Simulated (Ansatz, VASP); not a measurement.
Al in VASP and in Ansatz

```
Al
1.0
    -1.41310    1.41310    4.67563
     1.41310   -1.41310    4.67563
     1.41310    1.41310   -4.67563
Al
2
Direct
  0.35677 0.35677 0.00000
  0.64323 0.64323 0.00000
```

Alike in both runs: functional PBE; k mesh 26 × 26 × 26; occupations gaussian, width 0.1 eV; no spin polarisation.

Ansatz relaxed the structure, and its values are those at the end. VASP's run is a single point on that final structure, the one shown.

|  | VASP | Ansatz |
| --- | --- | --- |
| version | VASP 6.6.1 | Ansatz 0.2.0 |
| potentials or method | VASP PAW PBE potentials, release 64 (Al), cutoff 520 eV | scalar-relativistic, plane waves, PAW |
| valence electrons in the cell | 6 | 6 |

|  | VASP | Ansatz | Ansatz less VASP |
| --- | --- | --- | --- |
| gap on the k mesh at the Fermi level (eV) | none | none | - |
| pressure (GPa) | 0.0 | 0.0 | +0.03 |

A gap of «none» marks a metal or a gap that the smearing closes.
